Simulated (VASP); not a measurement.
Here is a VASP 6.6.1 calculation.

File POSCAR:

```
SiC
1.0
    3.0753362632      0.0000000000      0.0000000000
   -1.5376681316      2.6633193292      0.0000000000
    0.0000000000      0.0000000000      5.0482167569
Si C
2 2
Direct
    0.3333333333      0.6666666667      0.0045985929
    0.6666666667      0.3333333333      0.5045985929
    0.3333333333      0.6666666667      0.3804014071
    0.6666666667      0.3333333333      0.8804014071
```

The input INCAR.step1:

```
SYSTEM = SiC
PREC = Accurate
ENCUT = 520
ISMEAR = 0
SIGMA = 0.01
LREAL = .FALSE.
LASPH = .TRUE.
NELM = 60
NBANDS = 16
GGA = PE
ALGO = Normal
EDIFF = 1E-4
LWAVE = .TRUE.
LCHARG = .FALSE.
```

File INCAR.step2:

```
SYSTEM = SiC
PREC = Accurate
ENCUT = 520
EDIFF = 1E-6
ISMEAR = 0
SIGMA = 0.01
LREAL = .FALSE.
LASPH = .TRUE.
NELM = 60
ALGO = Normal
ISIF = 2
LWAVE = .FALSE.
LCHARG = .FALSE.
METAGGA = R2SCAN
LMIXTAU = .TRUE.
NBANDS = 16
ISTART = 1
```

Contents of KPOINTS:

```
regular mesh
0
G
  8 8 6
  0 0 0
```

Potentials or basis: VASP PAW PBE potentials, release 64 (Si, C).

Run with:

```sh
$ cat potpaw_PBE.64/Si/POTCAR potpaw_PBE.64/C/POTCAR > POTCAR
$ cp INCAR.step1 INCAR
$ mpirun -np 1 vasp_std > vasp.out
$ cp INCAR.step2 INCAR
$ mpirun -np 1 vasp_std > vasp.out
```

Estimate the band gap on the k mesh.

2.92 eV, indirect (least direct gap 4.48 eV).

Predict the pressure.

-0.2 GPa.

Caveat: the PAW data sets were made with another functional, which shifts forces and pressure a little. A k mesh can miss the band edges.
